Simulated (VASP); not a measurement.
# B2Pt2Cl (I4/mmm) in VASP: a series of runs, part 2 of 2

VASP 6.6.1. The steps go on from the part before.

### Step 4. Relaxation of cell and atoms, PBE

This run uses another cell than the first one, of 15.07 Å³/atom.

The input, INCAR:

```
PREC     = Accurate       # precision mode
ENCUT    = 600            # plane-wave cutoff, eV
EDIFF    = 1E-7           # SCF threshold, eV
ISMEAR   = 0              # smearing method
SIGMA    = 0.1            # smearing width, eV
LREAL    = False          # projectors in reciprocal space
LASPH    = True           # aspherical terms in the spheres
NELM     = 60             # most SCF steps
ALGO     = Normal         # electronic algorithm
ISIF     = 3              # what is computed and relaxed
LWAVE    = False          # write WAVECAR
LCHARG   = False          # write CHGCAR
GGA      = PE             # functional
IBRION   = 2              # ionic algorithm
NSW      = 90             # ionic steps
EDIFFG   = -0.04          # ionic threshold
```

The input, KPOINTS:

```
Automatic mesh
0
Gamma
  6 6 6
```

The input, POSCAR:

```
B2Pt2Cl
1.0
   -1.9845740400      1.9845740400      4.7814161400
    1.9845740400     -1.9845740400      4.7814161400
    1.9845740400      1.9845740400     -4.7814161400
B Pt Cl
2 2 1
Direct
    0.7500000000      0.2500000000      0.5000000000
    0.2500000000      0.7500000000      0.5000000000
    0.3750000000      0.3750000000      0.0000000000
    0.6250000000      0.6250000000      0.0000000000
    0.0000000000      0.0000000000      0.0000000000
```

Potentials or basis: VASP PAW PBE potentials, release 64 (B, Pt, Cl).

Command:

```console
$ cat potpaw_PBE.64/B/POTCAR potpaw_PBE.64/Pt/POTCAR potpaw_PBE.64/Cl/POTCAR > POTCAR
$ mpirun -np 1 vasp_std > vasp.out
```

OUTCAR:

```text
PREC = Accurate
   ENCUT = 600
   EDIFF = 1E-7
   ISMEAR = 0
   LREAL = False
   LASPH = True
   NELM = 60
   ISIF = 3
   GGA = PE
   IBRION = 2
   NSW = 90
   EDIFFG = -0.04

 ion  position               nearest neighbor table
   1  0.750  0.250  0.500-   3 2.32   4 2.32   3 2.32   4 2.32
   2  0.250  0.750  0.500-   3 2.32   4 2.32   3 2.32   4 2.32
   3  0.375  0.375  0.000-   1 2.32   2 2.32   2 2.32   1 2.32   4 2.39   5 3.05   5 3.05   5 3.05
                             5 3.05
   4  0.625  0.625  0.000-   2 2.32   1 2.32   1 2.32   2 2.32   3 2.39   5 3.05   5 3.05   5 3.05
                             5 3.05
   5  0.000  0.000  0.000-   4 3.05   4 3.05   4 3.05   3 3.05   4 3.05   3 3.05   3 3.05   3 3.05

  LATTYP: Found a body centered tetragonal cell.
 ALAT       =     3.9691480800
 C/A-ratio  =     2.4092908824

  Lattice vectors:

 A1 = (  -1.9845740400,   1.9845740400,   4.7814161400)
 A2 = (   1.9845740400,  -1.9845740400,   4.7814161400)
 A3 = (   1.9845740400,   1.9845740400,  -4.7814161400)

Analysis of symmetry for initial positions (statically):
=====================================================================
 Subroutine PRICEL returns:
 Original cell was already a primitive cell.
[... 187 lines left out ...]
  in kB     -196.5688343   -196.5688343    138.6464519      0.0000000      0.0000000      0.0000000
  external PRESSURE =     -84.8304055 kB  Pullay stress =       0.0000000 kB
[... 98 lines left out ...]
  FREE ENERGIE OF THE ION-ELECTRON SYSTEM (eV)
  ---------------------------------------------------
  free  energy   TOTEN  =       -26.1784508156 eV

  energy  without entropy=      -26.1729423744  energy(sigma->0) =      -26.17569660

[... ionic steps 4 to 16 ...]

--------------------------------------- Ionic step       17  -------------------------------------------

 number of electron      33.0000002 magnetization

------------------------ aborting loop because EDIFF is reached ----------------------------------------
[... 73 lines left out ...]
--------------------------------------- Ionic step       19  -------------------------------------------

 number of electron      33.0000003 magnetization

 Free energy of the ion-electron system (eV)
  ---------------------------------------------------
  ext. energy  EPLUGINS =         0.00000000
  ---------------------------------------------------
  free energy    TOTEN  =       -27.74181412 eV

  energy without entropy =      -27.72971748  energy(sigma->0) =      -27.73576580

 E-fermi :   7.6651     XC(G=0): -11.3189

 val. band max:        7.6603901278   @ k =   0.3333   0.1667   0.1667
 cond. band min:       7.6711162094   @ k =   0.5000   0.5000   0.0000
 fundamental gap:      0.0107260816
 Fermi energy:         7.6651308591

 k-point     1 :       0.0000    0.0000    0.0000
  band No.  band energies     occupation
      1      -8.7544      2.00000
      2      -4.8854      2.00000
      3      -0.7245      2.00000
      4       0.4507      2.00000
      5       0.7969      2.00000
      6       0.7969      2.00000
[... 541 lines left out ...]
     19      10.3478      0.00000
     20      11.9169      0.00000

 [... further k-points ...]
[... 5 lines left out ...]
  --------------------------------------------------------------------------------------
  -------------------------------------------------------------------------------------
  Total       -0.0318395     -0.0318395     -0.0579515      0.0000000     -0.0000000      0.0000000
  in kB       -0.7061758     -0.7061758     -1.2853188      0.0000000     -0.0000000      0.0000000
  external PRESSURE =      -0.8992235 kB  Pullay stress =       0.0000000 kB
[... 20 lines left out ...]
  FREE ENERGIE OF THE ION-ELECTRON SYSTEM (eV)
  ---------------------------------------------------
  free  energy   TOTEN  =       -27.7418141179 eV

  energy  without entropy=      -27.7297174753  energy(sigma->0) =      -27.73576580

 reached required accuracy - stopping structural energy minimisation
```

Wall time 19 min (1 thread of Intel Xeon Platinum 8375C at 2.90GHz (Ice Lake), shared host); peak memory 0.39 GiB.

What came out:

```
Free energy                           : -27.7418 eV
Relaxed volume                        : 14.45 Å³/atom
Relaxed cell                          : a = 7.094 Å, b = 7.094 Å, c = 7.094 Å, α = 153.25°, β = 153.25°, γ = 38.20°
Space group after relaxing (to 0.1 Å) : I4/mmm (No. 139)
Energy gained by relaxing             : 695.9 meV/atom
Ionic steps                           : 19
Pressure after relaxing               : -0.1 GPa
Largest force after relaxing          : 0.015 eV/Å
Band gap on the k mesh                : zero (an odd number of electrons rules out a gap without spin polarisation)
```

Forces on the atoms (eV/Å):
```
B    0.000  0.000  0.000
B    0.000  0.000  0.000
Pt   0.000  0.000  0.015
Pt   0.000  0.000 -0.015
Cl   0.000  0.000  0.000
```

The path:
| step | energy change (eV) | largest force (eV/Å) | pressure (GPa) | volume (Å³) |
| --- | --- | --- | --- | --- |
| 1 | 0.0000 | 5.2934 | -8.48 | 75.33 |
| 2 | -1.7222 | 3.5691 | 16.89 | 66.42 |
| 3 | -1.9164 | 1.4221 | 5.58 | 68.52 |
| 4 | -2.7174 | 0.2209 | -1.78 | 71.11 |
| 5 | -3.1217 | 1.9137 | -9.50 | 73.74 |
| 6 | -3.4106 | 1.1721 | -2.29 | 70.59 |
| 7 | -3.4176 | 1.0395 | -1.08 | 70.13 |
| 8 | -3.4554 | 0.2501 | 1.88 | 69.91 |
| 9 | -3.4557 | 0.1707 | 2.17 | 69.89 |
| 10 | -3.4678 | 0.1798 | 0.57 | 70.98 |
| 11 | -3.4698 | 0.1856 | -0.48 | 71.74 |
| 12 | -3.4734 | 0.0014 | 0.12 | 71.82 |
| 13 | -3.4740 | 0.1070 | 0.43 | 71.87 |
| 14 | -3.4773 | 0.0508 | -0.05 | 72.16 |
| 15 | -3.4786 | 0.0231 | -0.65 | 72.57 |
| 16 | -3.4786 | 0.0137 | -0.61 | 72.51 |
| 17 | -3.4795 | 0.0712 | 0.08 | 72.25 |
| 18 | -3.4795 | 0.0622 | 0.00 | 72.28 |
| 19 | -3.4797 | 0.0148 | -0.09 | 72.24 |

Final structure:
```yaml
crystal:
  lattice:
    - [-1.64130, 1.64130, 6.70393]
    - [1.64130, -1.64130, 6.70393]
    - [1.64130, 1.64130, -6.70393]
  atoms:
    - { symbol: B, position: [0.75000, 0.25000, 0.50000] }
    - { symbol: B, position: [0.25000, 0.75000, 0.50000] }
    - { symbol: Pt, position: [0.34842, 0.34842, 0.00000] }
    - { symbol: Pt, position: [0.65158, 0.65158, 0.00000] }
    - { symbol: Cl, position: [0.00000, 0.00000, 0.00000] }
```

Caveat: a cell axis changed by over 15 % at a fixed basis, so the end point is rough; spin-orbit coupling is left out, which moves the levels of the heavy elements; an odd number of electrons without spin polarisation forces a metal; a magnetic or distorted state may lie lower.

### Step 5. Single point, PBE, collinear spin

This run uses another cell than the first one, of 15.07 Å³/atom.

The input, INCAR:

```
PREC = Accurate ; ENCUT = 520
EDIFF = 1E-7 ; ISMEAR = 0
SIGMA = 0.1 ; LREAL = F
LASPH = T ; NELM = 150
ALGO = Normal ; ISIF = 2
LWAVE = F ; LCHARG = F
ISPIN = 2 ; MAGMOM = 0 0 1 1 0
LORBIT = 11 ; LMAXMIX = 4
GGA = PE ; NBANDS = 28
```

The input, KPOINTS:

```
regular mesh
0
Gamma
  6 6 6
```

POSCAR is that of step 4.

Command:

```console
$ cat potpaw_PBE.64/B/POTCAR potpaw_PBE.64/Pt/POTCAR potpaw_PBE.64/Cl/POTCAR > POTCAR
$ mpirun -np 1 vasp_std > vasp.out
```

Wall time 5.2 min (1 thread of Intel Xeon Platinum 8375C at 2.90GHz (Ice Lake), shared host); peak memory 0.36 GiB.

The run converged. Its results:

```
Free energy                                           : -24.2609 eV
Pressure                                              : -8.5 GPa
Largest force                                         : 5.293 eV/Å
Net moment                                            : 0.00 μB per cell
Valence electrons inside the program's atomic spheres : B 1.47; Pt 9.31; Cl 5.04
```

Forces on the atoms (eV/Å):
```
B    0.000  0.000  0.000
B    0.000  0.000  0.000
Pt   0.000  0.000 -5.293
Pt   0.000  0.000  5.293
Cl   0.000  0.000  0.000
```

Stress tensor (GPa, compression positive):
```
-19.71   0.00   0.00
  0.00 -19.71   0.00
  0.00   0.00  13.81
```

Levels at points of the mesh, in eV from the Fermi level:
Spin up:
| k point | band 14 | band 15 | band 16 | band 17 | band 18 | band 19 | band 20 | band 21 |
| --- | --- | --- | --- | --- | --- | --- | --- | --- |
| (0.00, 0.00, 0.00) | -2.40 | -1.09 | 0.25 | 0.90 | 2.08 | 2.16 | 2.16 | 3.96 |
| (0.50, 0.00, 0.00) | -2.45 | -1.16 | -1.15 | -0.04 | 1.06 | 1.67 | 3.49 | 3.54 |
| (0.50, 0.50, 0.00) | -2.19 | -1.37 | -1.24 | -0.16 | -0.13 | 0.21 | 1.01 | 1.78 |
| (0.50, 0.50, 0.50) | -2.38 | -2.38 | -1.34 | 1.36 | 1.36 | 1.71 | 4.87 | 4.92 |
Spin down:
```tsv
k point	band 13	band 14	band 15	band 16	band 17	band 18	band 19	band 20	band 21	band 22
(0.00, 0.00, 0.00)	-2.56	-2.40	-1.09	0.25	0.90	2.08	2.16	2.16	3.96	3.96
(0.50, 0.00, 0.00)	-2.97	-2.45	-1.16	-1.15	-0.04	1.06	1.67	3.49	3.54	3.89
(0.50, 0.50, 0.00)	-2.51	-2.19	-1.37	-1.24	-0.16	-0.13	0.21	1.01	1.78	5.90
(0.50, 0.50, 0.50)	-2.48	-2.38	-2.38	-1.34	1.36	1.36	1.71	4.87	4.92	4.92
```

Caveat: the cell stands under tension; spin-orbit coupling is left out, which moves the levels of the heavy elements; forces of over 1 eV/Å act on the atoms, so gaps and moduli don't describe the material at rest.

### Step 6. Single point, PBE, collinear spin

The input, INCAR:

```
SYSTEM = B2Pt2Cl
PREC = Accurate
ENCUT = 520
EDIFF = 1E-6
ISMEAR = 0
SIGMA = 0.1
LREAL = .False.
LASPH = .True.
NELM = 150
ALGO = Normal
ISIF = 2
LWAVE = .False.
LCHARG = .True.
ISPIN = 2
MAGMOM = 0 0 1 1 0
LORBIT = 11
LMAXMIX = 4
GGA = PE
LELF = .True.
LVHAR = .True.
NBANDS = 28
```

The input, KPOINTS:

```
regular mesh
0
Gamma
  8 8 8
  0 0 0
```

The input, POSCAR:

```
B2Pt2Cl
1.0
   -1.6396533588      1.6396533588      6.7171847430
    1.6396533588     -1.6396533588      6.7171847430
    1.6396533588      1.6396533588     -6.7171847430
B Pt Cl
2 2 1
Direct
    0.7500000000      0.2500000000      0.5000000000
    0.2500000000      0.7500000000      0.5000000000
    0.3482822261      0.3482822261      0.0000000000
    0.6517177739      0.6517177739      0.0000000000
    0.0000000000      0.0000000000      0.0000000000
```

Potentials or basis: VASP PAW PBE potentials, release 64 (B, Pt, Cl).

Command:

```console
$ cat potpaw_PBE.64/B/POTCAR potpaw_PBE.64/Pt/POTCAR potpaw_PBE.64/Cl/POTCAR > POTCAR
$ mpirun -np 1 vasp_std > vasp.out
```

Wall time 17 min (1 thread of Intel Xeon Platinum 8375C at 2.90GHz (Ice Lake), shared host); peak memory 0.61 GiB.

Results (log left out):

| Item | Value |
| --- | --- |
| Free energy | -27.7364 eV |
| Pressure | 0.3 GPa |
| Largest force | 0.115 eV/Å |
| Net moment | 0.00 μB per cell |
| Valence electrons inside the program's atomic spheres | B 1.74; Pt 9.52; Cl 5.05 |

Forces in eV/Å, atoms in the order of the input:
```
B    0.000  0.000  0.000
B    0.000  0.000  0.000
Pt   0.000  0.000  0.115
Pt   0.000  0.000 -0.115
Cl   0.000  0.000  0.000
```

Stress tensor (GPa, compression positive):
```
0.00 0.00 0.00
0.00 0.00 0.00
0.00 0.00 0.81
```

Levels at points of the mesh, in eV from the Fermi level:
Spin up:
```csv
k point,band 12,band 13,band 14,band 15,band 16,band 17,band 18,band 19,band 20,band 21
"(0.00, 0.00, 0.00)",-3.36,-3.04,-2.31,-2.31,-2.05,0.38,1.68,1.68,3.99,6.53
"(0.50, 0.00, 0.00)",-3.70,-3.28,-2.64,-2.53,-2.07,-1.09,0.61,2.78,3.73,3.93
"(0.50, 0.50, 0.00)",-3.14,-3.14,-2.60,-1.91,-1.54,-1.50,-0.58,0.05,0.69,1.66
"(0.50, 0.50, 0.50)",-3.45,-3.35,-3.05,-2.86,-2.86,2.16,2.16,3.45,3.83,4.02
```
Spin down:
```csv
k point,band 13,band 14,band 15,band 16,band 17,band 18,band 19,band 20
"(0.00, 0.00, 0.00)",-3.04,-2.31,-2.31,-2.05,0.38,1.69,1.69,3.99
"(0.50, 0.00, 0.00)",-3.28,-2.64,-2.53,-2.07,-1.09,0.61,2.78,3.73
"(0.50, 0.50, 0.00)",-3.14,-2.60,-1.91,-1.54,-1.50,-0.58,0.05,0.69
"(0.50, 0.50, 0.50)",-3.35,-3.05,-2.86,-2.86,2.16,2.16,3.46,3.83
```

Caveat: spin-orbit coupling is left out, which moves the levels of the heavy elements.

### Step 7. Single point, PBE

The input, INCAR:

```
PREC     = Accurate       # precision mode
ENCUT    = 520            # plane-wave cutoff, eV
EDIFF    = 1E-6           # SCF threshold, eV
ISMEAR   = 0              # smearing method
SIGMA    = 0.1            # smearing width, eV
LREAL    = F              # projectors in reciprocal space
LASPH    = T              # aspherical terms in the spheres
NELM     = 80             # most SCF steps
ALGO     = Normal         # electronic algorithm
ISIF     = 2              # what is computed and relaxed
LWAVE    = F              # write WAVECAR
LCHARG   = F              # write CHGCAR
GGA      = PE             # functional
NBANDS   = 24             # bands
```

The input, KPOINTS:

```
Automatic mesh
0
Gamma
  16 16 16
```

The input, POSCAR:

```
B2Pt2Cl
1.0
   -1.6347040629      1.6347040629      6.7511525869
    1.6347040629     -1.6347040629      6.7511525869
    1.6347040629      1.6347040629     -6.7511525869
B Pt Cl
2 2 1
Direct
    0.7500000000      0.2500000000      0.5000000000
    0.2500000000      0.7500000000      0.5000000000
    0.3484885533      0.3484885533      0.0000000000
    0.6515114467      0.6515114467      0.0000000000
    0.0000000000      0.0000000000      0.0000000000
```

Command:

```console
$ cat potpaw_PBE.64/B/POTCAR potpaw_PBE.64/Pt/POTCAR potpaw_PBE.64/Cl/POTCAR > POTCAR
$ mpirun -np 1 vasp_std > vasp.out
```

It took 30 min on 1 thread of Intel Xeon Platinum 8488C (Sapphire Rapids), shared host; peak memory 0.81 GiB.

Results (log left out):

* Free energy: -27.7418 eV
* Pressure: 0.0 GPa
* Largest force: 0.040 eV/Å
* Band gap on the k mesh: zero (an odd number of electrons rules out a gap without spin polarisation)

Forces on the atoms (eV/Å):
```
B    0.000  0.000  0.000
B    0.000  0.000  0.000
Pt   0.000  0.000  0.040
Pt   0.000  0.000 -0.040
Cl   0.000  0.000  0.000
```

Stress tensor (GPa, compression positive):
```
-0.01  0.00  0.00
 0.00 -0.01  0.00
 0.00  0.00  0.08
```

Levels at points of the mesh, in eV from the Fermi level:
```
           k point  band 13  band 14  band 15  band 16  band 17  band 18  band 19  band 20
(0.00, 0.00, 0.00)    -3.04    -2.30    -2.30    -2.13     0.35     1.66     1.66     3.96
(0.50, 0.00, 0.00)    -3.32    -2.62    -2.51    -2.05    -1.10     0.60     2.70     3.71
(0.50, 0.50, 0.00)    -3.11    -2.60    -1.90    -1.53    -1.50    -0.57     0.03     0.70
(0.50, 0.50, 0.50)    -3.34    -3.05    -2.84    -2.84     2.12     2.12     3.38     3.80
```

Caveat: spin-orbit coupling is left out, which moves the levels of the heavy elements; an odd number of electrons without spin polarisation forces a metal; a magnetic or distorted state may lie lower.

### Step 8. Summary

```csv
task,spin,cell,k mesh,cutoff (eV),gap on the mesh (eV),pressure (GPa),moment (μB),largest force (eV/Å)
single point,off,"a = 7.106 Å, angles 153.3, 153.3, 38.1°, 5 atoms, atomic positions A",6 × 6 × 6,520,none,0.1,-,0.04
single point,off,"a = 5.544 Å, angles 138.1, 138.1, 60.8°, 5 atoms, atomic positions B",6 × 6 × 6,520,none,-8.5,-,5.29
relaxation of cell and atoms,off,"relaxed from a = 5.544 Å, angles 138.1, 138.1, 60.8°, 5 atoms, atomic positions B",6 × 6 × 6,600,none,-0.1,-,0.01
single point,collinear,"a = 5.544 Å, angles 138.1, 138.1, 60.8°, 5 atoms, atomic positions B",6 × 6 × 6,520,none,-8.5,0.00,5.29
single point,collinear,"a = 7.106 Å, angles 153.3, 153.3, 38.1°, 5 atoms, atomic positions A",8 × 8 × 8,520,none,0.3,0.00,0.11
single point,off,"a = 7.136 Å, angles 153.5, 153.5, 37.8°, 5 atoms, atomic positions A",16 × 16 × 16,520,none,0.0,-,0.04
```

Alike in all rows: level PBE; potentials or basis VASP PAW PBE potentials, release 64 (B, Pt, Cl); smearing gaussian 0.1 eV.

Caveats: spin-orbit coupling is left out, which moves the levels of the heavy elements; an odd number of electrons without spin polarisation forces a metal (at least some runs); a magnetic or distorted state may lie lower (at least some runs); the cell stands under tension (at least some runs); a cell axis changed by over 15 % at a fixed basis, so the end point is rough (at least some runs); forces of over 1 eV/Å act on the atoms, so gaps and moduli don't describe the material at rest (at least some runs).

Absolute energies hang on the potentials; compare differences alone.
